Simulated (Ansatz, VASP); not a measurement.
# SrTiO3: VASP beside Ansatz

INCAR

```
SYSTEM = SrTiO3
PREC     = Accurate       ! precision mode
ENCUT    = 520            ! plane-wave cutoff, eV
EDIFF    = 1E-6           ! SCF threshold, eV
ISMEAR   = -1             ! smearing method
SIGMA    = 0.05           ! smearing width, eV
LREAL    = .FALSE.        ! projectors in reciprocal space
LASPH    = .TRUE.         ! aspherical terms in the spheres
NELM     = 80             ! most SCF steps
ALGO     = Normal         ! electronic algorithm
ISIF     = 2              ! what is computed and relaxed
LWAVE    = .FALSE.        ! write WAVECAR
LCHARG   = .FALSE.        ! write CHGCAR
GGA      = PE             ! functional
NBANDS   = 28             ! bands
```

Contents of KPOINTS:

```
Automatic mesh
0
G
  7 7 7
  0 0 0
```

The input POSCAR:

```
SrTiO3
1.0
    3.9179735172      0.0000000000      0.0000000000
    0.0000000000      3.9179735172      0.0000000000
    0.0000000000      0.0000000000      3.9179735172
Sr Ti O
1 1 3
Direct
    0.0000000000      0.0000000000      0.0000000000
    0.5000000000      0.5000000000      0.5000000000
    0.0000000000      0.5000000000      0.5000000000
    0.5000000000      0.0000000000      0.5000000000
    0.5000000000      0.5000000000      0.0000000000
```

Input for Ansatz:

```yaml
crystal:
  lattice:
    - [3.9179735172, 0.0, 0.0]
    - [0.0, 3.9179735172, 0.0]
    - [0.0, 0.0, 3.9179735172]
  atoms:
    - { symbol: Sr, position: [0.0, 0.0, 0.0] }
    - { symbol: Ti, position: [0.5, 0.5, 0.5] }
    - { symbol: O, position: [0.0, 0.5, 0.5] }
    - { symbol: O, position: [0.5, 0.0, 0.5] }
    - { symbol: O, position: [0.5, 0.5, 0.0] }
kpoints:
  mp_grid: { grid: [7, 7, 7] }
  band_path:
    path:
      - [0.0, 0.0, 0.0]
      - [0.0, 0.5, 0.0]
      - [0.5, 0.5, 0.0]
      - [0.0, 0.0, 0.0]
      - [0.5, 0.5, 0.5]
      - [0.0, 0.5, 0.0]
      - [0.5, 0.5, 0.5]
      - [0.5, 0.5, 0.0]
    npoints: 5
scf:
  occupations: { method: fermi_dirac, width: 0.05 }
hamiltonian:
  xc: pbe
  pseudopotentials: { kind: all_electron, lapw: { basis_error: 0.001 } }
output:
  forces: true
  stress: true
  eigenvalues: true
```

Change from the starting cell: volume scaled by 1.01.

Alike in both runs: task single point; functional PBE; k mesh 7 × 7 × 7; occupations fermi-dirac, width 0.05 eV; no spin polarisation.

|  | VASP | Ansatz |
| --- | --- | --- |
| version | VASP 6.6.1 | Ansatz 0.2.0 |
| potentials or method | VASP PAW PBE potentials, release 64 (Sr_sv, Ti_sv, O), cutoff 520 eV | all-electron LAPW, scalar-relativistic |

Ansatz gave:

```
gap on the k mesh at the Fermi level (eV) : 1.93
pressure (GPa)                            : 2.5
```

Task: What did VASP give for the same quantities?

Result: gap on the k mesh at the Fermi level (eV): 1.90; pressure (GPa): 3.1.

Ansatz ran all-electron here, and VASP with PAW potentials.
